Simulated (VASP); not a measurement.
Set up this calculation in VASP 6.6.1, as the native input.

```yaml
Task: single point
Functional: PBE
Potentials_or_basis: VASP PAW PBE potentials, release 64 (Na_pv, Cl)
Cutoff: 500 eV
k_mesh: 3 × 3 × 2
Occupations: gaussian, width 0.1 eV
Spin: collinear spin, zero start
Starting_moments: "[0.0, 0.0] μB"
Dipole_correction: no
Further_INCAR_settings: ALGO = Normal; EDIFF = 1e-06; NBANDS = 18; ISYM = 0
```

The structure of NaCl lies in POSCAR:

```
NaCl
1.0
    0.0000000000      2.7940632177      2.7940632177
    2.7940632177      0.0000000000      2.7940632177
    2.7940632177      2.7940632177      0.0000000000
Na Cl
1 1
Direct
    0.1040000000      0.7790000000      0.7270000000
    0.6040000000      1.2790000000      1.2270000000
```

The input as run:

INCAR

```
  PREC = Accurate
  ENCUT = 500
  EDIFF = 1E-6
  ISMEAR = 0
  SIGMA = 0.1
  LREAL = False
  LASPH = True
  NELM = 200
  ALGO = Normal
  ISIF = 2
  LWAVE = False
  LCHARG = False
  ISPIN = 2
  MAGMOM = 0 0
  LORBIT = 11
  GGA = PE
  NBANDS = 18
  ISYM = 0
  GGA_COMPAT = False
```

KPOINTS

```
regular mesh
0
Gamma
  3 3 2
```

Potentials or basis: VASP PAW PBE potentials, release 64 (Na_pv, Cl).

Run with:

```bash
$ cat potpaw_PBE.64/Na_pv/POTCAR potpaw_PBE.64/Cl/POTCAR > POTCAR
$ mpirun -np 1 vasp_std > vasp.out
```

Results of the run:

* Pressure: 2.0 GPa
* Band gap on the k mesh: 5.20 eV
* Net moment: 0.00 μB per cell
* Valence electrons inside the program's atomic spheres: Na 6.02; Cl 5.19

Caveat: the k points lie up to 0.82 Å⁻¹ apart.

Run time: 15 s on 1 thread of Intel Xeon 8259CL, with other jobs on the host, peak memory 0.17 GiB.
